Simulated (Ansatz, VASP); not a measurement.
**Au: VASP beside Ansatz**

File INCAR:

```
PREC     = Accurate       # precision mode
ENCUT    = 520            # plane-wave cutoff, eV
EDIFF    = 1E-6           # SCF threshold, eV
ISMEAR   = 0              # smearing method
SIGMA    = 0.15           # smearing width, eV
LREAL    = F              # projectors in reciprocal space
LASPH    = T              # aspherical terms in the spheres
NELM     = 80             # most SCF steps
ALGO     = Normal         # electronic algorithm
ISIF     = 2              # what is computed and relaxed
LWAVE    = F              # write WAVECAR
LCHARG   = T              # write CHGCAR
GGA      = PE             # functional
LELF     = T              # ELF
LVHAR    = T            
NBANDS   = 12             # bands
```

File KPOINTS:

```
Automatic mesh
0
Gamma
  20 20 20
```

Contents of POSCAR:

```
Au
1.0
    0.0000000000      2.1477750000      2.0455000000
    2.1477750000      0.0000000000      2.0455000000
    2.1477750000      2.1477750000      0.0000000000
Au
1
Direct
    0.0000000000      0.0000000000      0.0000000000
```

Input for Ansatz:

```yaml
crystal:
  lattice:
    - [0.0, 2.147775, 2.0455]
    - [2.147775, 0.0, 2.0455]
    - [2.147775, 2.147775, 0.0]
  atoms:
    - { symbol: Au, position: [0.0, 0.0, 0.0] }
basis:
  ecutwfc: 420
kpoints:
  mp_grid: { grid: [20, 20, 20] }
hamiltonian:
  xc: pbe
scf:
  occupations: { method: gaussian, width: 0.15 }
output:
  forces: true
  stress: true
  eigenvalues: true
```

Change from the starting cell: strain +0.050 along x and y, +0.000 along z, atoms carried along.

Alike in both runs: task single point; functional PBE; k mesh 20 × 20 × 20; occupations gaussian, width 0.15 eV; no spin polarisation.

```csv
,VASP,Ansatz
version,VASP 6.6.1,Ansatz 0.2.0
potentials or method,"VASP PAW PBE potentials, release 64 (Au), cutoff 520 eV","scalar-relativistic, plane waves, PAW"
valence electrons in the cell,11,19
```

Ansatz gave:

```
gap on the k mesh at the Fermi level (eV)                     : none
pressure (GPa)                                                : -5.9
traceless stress, the component that is largest in VASP (GPa) : 0.64
```

**Question.** Which values does VASP return?

**Answer.** gap on the k mesh at the Fermi level (eV): none; pressure (GPa): -6.1; traceless stress, the component that is largest in VASP (GPa): 0.65.

A gap of «none» marks a metal or a gap that the smearing closes. VASP's potentials hold 11 valence electrons a cell and Ansatz's 19, so a difference there can come from the potentials and not from the codes.

Neither program's run includes spin-orbit coupling.
